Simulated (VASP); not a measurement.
A run of VASP 6.6.1 is set up as follows.

File POSCAR:

```
CdSe
1.0
    4.2984999142      0.0000000000      0.0000000000
   -2.1492499571      3.7226101239      0.0000000000
    0.0000000000      0.0000000000      7.0152000000
Cd Se
2 2
Direct
    0.6666666667      0.3333333333      0.0000000000
    0.3333333333      0.6666666667      0.5000000000
    0.6744883675      0.3119640494      0.3750000000
    0.3411550341      0.6452973827      0.8750000000
```

INCAR.step1

```
SYSTEM = CdSe
PREC     = Accurate       ! precision mode
ENCUT    = 520            ! plane-wave cutoff, eV
ISMEAR   = 0              ! smearing method
SIGMA    = 0.05           ! smearing width, eV
LREAL    = .False.        ! projectors in reciprocal space
LASPH    = .True.         ! aspherical terms in the spheres
NELM     = 60             ! most SCF steps
NBANDS   = 26             ! bands
GGA      = PE             ! functional
ALGO     = Normal         ! electronic algorithm
EDIFF    = 1E-4           ! SCF threshold, eV
LWAVE    = .True.         ! write WAVECAR
LCHARG   = .False.        ! write CHGCAR
```

Contents of INCAR.step2:

```
SYSTEM = CdSe
PREC     = Accurate       ! precision mode
ENCUT    = 520            ! plane-wave cutoff, eV
EDIFF    = 1E-6           ! SCF threshold, eV
ISMEAR   = 0              ! smearing method
SIGMA    = 0.05           ! smearing width, eV
LREAL    = .False.        ! projectors in reciprocal space
LASPH    = .True.         ! aspherical terms in the spheres
NELM     = 60             ! most SCF steps
ALGO     = Normal         ! electronic algorithm
ISIF     = 2              ! what is computed and relaxed
LWAVE    = .False.        ! write WAVECAR
LCHARG   = .True.         ! write CHGCAR
METAGGA  = R2SCAN         ! meta-GGA
LMIXTAU  = .True.       
LELF     = .True.         ! ELF
LVHAR    = .True.       
NBANDS   = 26             ! bands
ISTART   = 1
```

KPOINTS

```
regular mesh
0
Gamma
  6 6 4
  0 0 0
```

Potentials or basis: VASP PAW PBE potentials, release 64 (Cd, Se).

Run with:

```bash
$ cat potpaw_PBE.64/Cd/POTCAR potpaw_PBE.64/Se/POTCAR > POTCAR
$ cp INCAR.step1 INCAR
$ mpirun -np 1 vasp_std > vasp.out
$ cp INCAR.step2 INCAR
$ mpirun -np 1 vasp_std > vasp.out
```

Problem. What does it give for the largest force?

Solution. 0.672 eV/Å.

Problem. Predict the pressure.

Solution. 2.1 GPa.

Problem. Predict the band gap on the k mesh.

Solution. 1.15 eV.

Stress tensor (GPa, compression positive):
```
 2.16 -0.18  1.00
-0.18  2.16 -1.00
 1.00 -1.00  1.97
```

Caveat: the cell differs from its parent crystal (all Se atoms moved +0.113 Å, as atom 3 along Cartesian [1 -1 0]); the PAW data sets were made with another functional, which shifts forces and pressure a little.
